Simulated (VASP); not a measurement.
Be16H (a cell with a defect), 17 atoms in the cell. The cell holds a defect, 17 atoms: a = 4.580 Å, b = 3.966 Å, c = 7.177 Å, α = 90.00°, β = 90.00°, γ = 90.00°. 

```yaml
Program: VASP 6.6.1
Task: single point
Functional: PBE
Potentials_or_basis: VASP PAW PBE potentials, release 64 (Be, H)
Cutoff: 520 eV
k_mesh: 5 × 6 × 4
Occupations: gaussian, width 0.1 eV
Spin: no spin polarisation
Dipole_correction: no
Further_INCAR_settings: LREAL = Auto; ALGO = Normal; EDIFF = 1e-07; NBANDS = 30
```

Potentials or basis: VASP PAW PBE potentials, release 64 (Be, H).

Command:

```sh
$ cat potpaw_PBE.64/Be/POTCAR potpaw_PBE.64/H/POTCAR > POTCAR
$ mpirun -np 1 vasp_std > vasp.out
```

Hardware: 1 thread of Intel(R) Xeon(R) 6975P-C (Granite Rapids), with other jobs on the host.

Estimate the wall time of this run.

Run time: 2.5 min on 1 thread of Intel(R) Xeon(R) 6975P-C (Granite Rapids) (shared host), peak memory 0.32 GiB. Counts: scf iterations 14, k points 62.
